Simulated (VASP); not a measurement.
Wanted: the native input for a VASP 6.6.1 run.

| Item | Value |
| --- | --- |
| Task | single point |
| Functional | PBE |
| Potentials or basis | VASP PAW PBE potentials, release 64 (Li_sv, H) |
| Cutoff | 520 eV |
| k mesh | 8 × 8 × 8 |
| Occupations | gaussian, width 0.01 eV |
| Spin | no spin polarisation |
| Dipole correction | no |
| Further INCAR settings | ALGO = Normal; EDIFF = 1e-07; NBANDS = 9 |

The structure of LiH lies in POSCAR:

```
LiH
1.0
    0.0000000000      2.0029948777      2.0029948777
    2.0029948777      0.0000000000      2.0029948777
    2.0029948777      2.0029948777      0.0000000000
Li H
1 1
Direct
    0.0000000000      0.0000000000      0.0000000000
    0.5000000000      0.5000000000      0.5000000000
```

The input as run:

INCAR

```
SYSTEM = LiH
PREC = Accurate
ENCUT = 520
EDIFF = 1E-7
ISMEAR = 0
SIGMA = 0.01
LREAL = .FALSE.
LASPH = .TRUE.
NELM = 60
ALGO = Normal
ISIF = 2
LWAVE = .FALSE.
LCHARG = .FALSE.
GGA = PE
NBANDS = 9
```

KPOINTS

```
Automatic mesh
0
G
  8 8 8
  0 0 0
```

Potentials or basis: VASP PAW PBE potentials, release 64 (Li_sv, H).

The run is started by

```console
$ cat potpaw_PBE.64/Li_sv/POTCAR potpaw_PBE.64/H/POTCAR > POTCAR
$ mpirun -np 1 vasp_std > vasp.out
```

Results of the run:

| Item | Value |
| --- | --- |
| Band gap on the k mesh | 2.98 eV |

Wall time 3.9 s on 1 thread of Intel(R) Xeon(R) Platinum 8259CL CPU @ 2.50GHz (Skylake/Cascade Lake) (shared host), peak memory 0.13 GiB.
